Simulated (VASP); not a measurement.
Here is a VASP 6.6.1 calculation.

File INCAR:

```
  PREC = Accurate
  ENCUT = 520
  EDIFF = 1E-6
  ISMEAR = -1
  SIGMA = 0.1
  LREAL = False
  LASPH = True
  NELM = 100
  ALGO = Normal
  ISIF = 2
  LWAVE = False
  LCHARG = False
  GGA = PE
  NBANDS = 18
```

Contents of KPOINTS:

```
regular mesh
0
Gamma
  10 10 10
```

File POSCAR:

```
ZnAu
1.0
    3.1858624086      0.0000000000      0.0000000000
    0.0000000000      3.1858624086      0.0000000000
    0.0000000000      0.0000000000      3.1858624086
Zn Au
1 1
Direct
    0.5000000000      0.5000000000      0.5000000000
    0.0000000000      0.0000000000      0.0000000000
```

Potentials or basis: VASP PAW PBE potentials, release 64 (Zn, Au).

The run is started by

```sh
$ cat potpaw_PBE.64/Zn/POTCAR potpaw_PBE.64/Au/POTCAR > POTCAR
$ mpirun -np 1 vasp_std > vasp.out
```

**Question.** What does it give for the pressure?

**Answer.** 0.0 GPa.

**Question.** What does it give for the band gap on the k mesh?

**Answer.** Zero (an odd number of electrons rules out a gap without spin polarisation).

Caveat: spin-orbit coupling is left out, which moves the levels of the heavy elements.
